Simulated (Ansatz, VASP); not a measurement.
## One calculation of Cd, two programs

```
Cd
1.0
    -1.89082    1.89082    1.89082
     1.89082   -1.89082    1.89082
     1.89082    1.89082   -1.89082
Cd
1
Direct
  0.00000 0.00000 0.00000
```

Alike in both runs: task single point; functional PBEsol; k mesh 6 × 6 × 6; occupations gaussian, width 0.1 eV; no spin polarisation.

|  | VASP | Ansatz |
| --- | --- | --- |
| version | VASP 6.6.1 | Ansatz 0.2.0 |
| potentials or method | VASP PAW PBE potentials, release 64 (Cd), cutoff 500 eV | scalar-relativistic, plane waves, PAW |
| valence electrons in the cell | 12 | 20 |

```csv
,VASP,Ansatz,Ansatz less VASP
gap on the k mesh at the Fermi level (eV),none,none,-
pressure (GPa),-5.7,-5.8,-0.11
```

VASP's potentials were made for PBE, not for PBEsol. A gap of «none» marks a metal or a gap that the smearing closes. VASP's potentials hold 12 valence electrons a cell and Ansatz's 20, so a difference there can come from the potentials and not from the codes.

The k mesh is coarse, so the values compare programs but aren't converged.
